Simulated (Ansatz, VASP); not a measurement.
## WS2: VASP beside Ansatz

Contents of INCAR:

```
PREC     = Accurate       # precision mode
ENCUT    = 520            # plane-wave cutoff, eV
EDIFF    = 1E-6           # SCF threshold, eV
ISMEAR   = 0              # smearing method
SIGMA    = 0.05           # smearing width, eV
LREAL    = F              # projectors in reciprocal space
LASPH    = T              # aspherical terms in the spheres
NELM     = 60             # most SCF steps
ALGO     = Normal         # electronic algorithm
ISIF     = 2              # what is computed and relaxed
LWAVE    = F              # write WAVECAR
LCHARG   = F              # write CHGCAR
GGA      = PS             # functional
NBANDS   = 20             # bands
```

KPOINTS

```
Automatic mesh
0
Gamma
  12 12 12
```

Contents of POSCAR:

```
WS2
1.0
    1.6210175043      0.9358948925      6.2749077711
   -1.6210175043      0.9358948925      6.2749077711
    0.0000000000     -1.8717897850      6.2749077711
W S
1 2
Direct
    0.9993284863      0.9993284863      0.9993284863
    0.7479630314      0.7479630314      0.7479630314
    0.5840084823      0.5840084823      0.5840084823
```

Input for Ansatz:

```yaml
crystal:
  lattice:
    - [1.6210175043, 0.9358948925, 6.2749077711]
    - [-1.6210175043, 0.9358948925, 6.2749077711]
    - [0.0, -1.871789785, 6.2749077711]
  atoms:
    - { symbol: W, position: [0.9993284863, 0.9993284863, 0.9993284863] }
    - { symbol: S, position: [0.7479630314, 0.7479630314, 0.7479630314] }
    - { symbol: S, position: [0.5840084823, 0.5840084823, 0.5840084823] }
basis:
  ecutwfc: 420
kpoints:
  mp_grid: { grid: [12, 12, 12] }
hamiltonian:
  xc: pbesol
scf:
  occupations: { method: gaussian, width: 0.05 }
output:
  forces: true
  stress: true
  eigenvalues: true
```

Change from the starting cell: strain +0.030 along x and y, -0.015 along z, atoms carried along.

Alike in both runs: task single point; functional PBEsol; k mesh 12 × 12 × 12; occupations gaussian, width 0.05 eV; no spin polarisation.

|  | VASP | Ansatz |
| --- | --- | --- |
| version | VASP 6.6.1 | Ansatz 0.2.0 |
| potentials or method | VASP PAW PBE potentials, release 64 (W_sv, S), cutoff 520 eV | scalar-relativistic, plane waves, PAW |
| valence electrons in the cell | 26 | 26 |

```tsv
	VASP	Ansatz	Ansatz less VASP
gap on the k mesh at the Fermi level (eV)	0.78	0.76	-0.018
least direct gap on the mesh (eV)	1.57	1.56	-0.004
pressure (GPa)	-6.1	-6.2	-0.09
traceless stress, the component that is largest in VASP (GPa)	4.54	4.52	-0.019
rms of the force components (eV/Å)	0.080	0.089	+0.0087
```

VASP's potentials were made for PBE, not for PBEsol. Atom by atom the forces differ by 0.009 eV/Å (rms over components).

Neither program's run includes spin-orbit coupling.
